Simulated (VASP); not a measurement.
Runs of VASP 6.6.1 on SnTe. The structure is that of space group Fm-3m (No. 225), or close to it. The cells are those of the table. 

```csv
cell,pressure (GPa)
"a = 4.572 Å, angles 60.0°, 2 atoms",-1.0
"a = 4.396 Å, angles 60.0°, 2 atoms",(a)
"a = 4.334 Å, angles 60.0°, 2 atoms",7.0
"a = 4.456 Å, angles 60.0°, 2 atoms",(b)
"a = 4.515 Å, angles 60.0°, 2 atoms",0.4
```

Alike in all rows: task single point; level PBE; potentials or basis VASP PAW PBE potentials, release 64 (Sn_d, Te); no spin polarisation; k mesh 5 × 5 × 5; cutoff (eV) 520; smearing gaussian 0.01 eV.

Question: Estimate the missing entries.

Answer: (a) 4.4; (b) 2.2.
